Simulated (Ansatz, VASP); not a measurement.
## One calculation of AlN, two programs

```
CELL_PARAMETERS angstrom
0.00000 2.18488 2.20673
2.18488 0.00000 2.20673
2.18488 2.18488 0.00000
ATOMIC_POSITIONS crystal
Al 0.00000 0.00000 0.00000
N 0.25000 0.25000 0.25000
```

Change from the starting cell: uniaxial_z strain +1.0%.

Alike in both runs: task single point; functional r2SCAN; k mesh 10 × 10 × 10; no spin polarisation.

```csv
,VASP,Ansatz
version,VASP 6.6.1,Ansatz 0.2.0
potentials or method,"VASP PAW PBE potentials, release 64 (Al, N)","plane waves, PAW"
plane-wave cutoff (eV),520,500
occupations,"gaussian, width 0.01 eV",fixed
valence electrons in the cell,8,8
```

Ansatz gave:

* gap on the k mesh at the Fermi level (eV): 3.90
* pressure (GPa): -2.1
* traceless stress, the component that is largest in VASP (GPa): -1.01

Problem. Which values does VASP return?

Solution. gap on the k mesh at the Fermi level (eV): 3.90; pressure (GPa): -2.5; traceless stress, the component that is largest in VASP (GPa): -1.01.

VASP's potentials were made for PBE, not for r2SCAN.
